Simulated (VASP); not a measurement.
CdF2:

```
Cd F
1.0
     3.33715    0.05988   -0.00795
    -1.61672    2.78629    0.07986
    -0.02406    0.26509   10.34228
Cd F
2 4
Direct
  0.32929 0.64854 0.24738
  0.68718 0.34251 0.74276
  0.32857 0.65380 0.62905
  0.67125 0.35615 0.12917
  0.34384 0.68222 0.87095
  0.63986 0.31677 0.38070
```

```yaml
Program: VASP 6.6.1
Task: relaxation of cell and atoms
Functional: PBE
Potentials_or_basis: VASP PAW PBE potentials, release 64 (Cd, F)
Cutoff: 600 eV
k_mesh: 6 × 6 × 2
Occupations: gaussian, width 0.1 eV
Spin: no spin polarisation
```

At the start: pressure 2.3 GPa; volume 16.18 Å³/atom.

Task: Where does the relaxation end?

Result: Over 27 steps the energy falls by 27.5 meV/atom and the volume is 16.02 Å³/atom (-1.0 %); space group P1 (No. 1, to 0.1 Å) before, P6_3/mmc (No. 194, to 0.1 Å).

Step by step:
```csv
step,energy change (eV),largest force (eV/Å),pressure (GPa),volume (Å³)
1,0.0000,0.8794,2.32,97.10
2,-0.1158,0.4636,-0.71,100.40
3,-0.1222,0.4111,-1.50,101.48
4,-0.1472,0.1444,0.06,99.88
5,-0.1472,0.1412,0.03,99.91
6,-0.1512,0.0783,-0.02,99.81
7,-0.1540,0.1183,-0.07,99.64
8,-0.1565,0.0739,-0.09,99.45
9,-0.1581,0.1004,-0.10,99.13
10,-0.1599,0.0557,0.05,98.76
11,-0.1602,0.0663,0.15,98.51
12,-0.1612,0.0357,-0.17,98.65
13,-0.1612,0.0366,-0.18,98.65
14,-0.1618,0.0483,-0.03,98.29
15,-0.1619,0.0718,0.03,98.13
16,-0.1626,0.0630,0.01,97.92
17,-0.1639,0.0399,-0.04,97.30
18,-0.1632,0.1056,-0.09,96.05
19,-0.1642,0.0615,-0.05,96.87
20,-0.1648,0.0250,0.09,96.38
21,-0.1648,0.0236,0.09,96.39
22,-0.1649,0.0384,-0.16,96.46
23,-0.1649,0.0182,-0.06,96.44
24,-0.1651,0.0176,-0.02,96.28
25,-0.1651,0.0210,0.01,96.16
26,-0.1652,0.0161,-0.02,96.09
27,-0.1652,0.0137,-0.02,96.10
```

Final structure:
```
Cd F
1.0
     3.36475   -0.00256    0.00153
    -1.68373    2.91733   -0.00379
     0.00130    0.00154    9.79399
Cd F
2 4
Direct
  0.32828 0.66488 0.25140
  0.67213 0.33540 0.74862
  0.34079 0.67108 0.62141
  0.65992 0.32935 0.12404
  0.33684 0.66610 0.87602
  0.66205 0.33319 0.37851
```
